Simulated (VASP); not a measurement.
## HfO2: single point with PBEsol

Crystal: HfO2.

```
Hf O
1.0
     0.00000   -2.52207   -2.52207
     0.00000    2.52207   -2.52207
     5.04413    0.00000    0.00000
Hf O
2 4
Direct
  0.02399 0.97601 0.00000
  0.47601 0.52399 0.50000
  0.99905 0.49905 0.70194
  0.50095 0.00095 0.29806
  0.99905 0.49905 0.20194
  0.50095 0.00095 0.79806
```

This cell differs from its parent crystal: mode 1 frozen in at -0.242 Å and mode 5 at -0.121 Å (largest displacements).

* Program: VASP 6.6.1
* Task: single point
* Functional: PBEsol
* Potentials or basis: VASP PAW PBE potentials, release 64 (Hf_pv, O)
* Cutoff: 520 eV
* k mesh: 6 × 6 × 6
* Occupations: gaussian, width 0.05 eV
* Spin: no spin polarisation
* Dipole correction: no
* Further INCAR settings: ALGO = Normal; EDIFF = 1e-06; NBANDS = 31

```
Pressure               : 4.2 GPa
Largest force          : 1.429 eV/Å
Band gap on the k mesh : 4.46 eV, indirect (least direct gap 4.53 eV)
```

Forces in eV/Å, atoms in the order of the input:
```
Hf   0.000  1.429  0.000
Hf   0.000 -1.429  0.000
O    0.250  0.717  0.284
O   -0.250  0.717 -0.284
O    0.250 -0.717  0.284
O   -0.250 -0.717 -0.284
```

Stress tensor (GPa, compression positive):
```
9.51 0.00 7.83
0.00 1.67 0.00
7.83 0.00 1.39
```

Levels at points of the mesh, in eV from the valence-band top:
| k point | band 20 | band 21 | band 22 | band 23 | band 24 | band 25 |
| --- | --- | --- | --- | --- | --- | --- |
| (0.00, 0.00, 0.00) | -0.43 | -0.33 | -0.08 | 4.46 | 4.52 | 5.68 |
| (0.50, 0.00, 0.00) | -1.53 | -0.17 | -0.10 | 4.87 | 4.91 | 5.70 |
| (0.50, 0.50, 0.00) | -0.71 | -0.60 | -0.36 | 5.32 | 5.34 | 6.18 |
| (0.00, 0.00, 0.50) | -0.73 | -0.26 | -0.26 | 5.28 | 5.28 | 5.60 |
| (0.50, 0.00, 0.50) | -1.43 | -1.18 | -1.18 | 5.10 | 5.20 | 5.43 |
| (0.50, 0.50, 0.50) | -1.55 | -0.23 | -0.23 | 5.77 | 5.77 | 6.18 |

Run time: 3.5 min on 1 thread of AMD EPYC 7R43 64-Core Processor (Zen 3) (shared host), peak memory 0.21 GiB.

Caveat: the cell differs from its parent crystal (mode 1 frozen in at -0.242 Å and mode 5 at -0.121 Å (largest displacements)); the PAW data sets were made with another functional, which shifts forces and pressure a little; spin-orbit coupling is left out, which moves the levels of the heavy elements. A k mesh can miss the band edges.
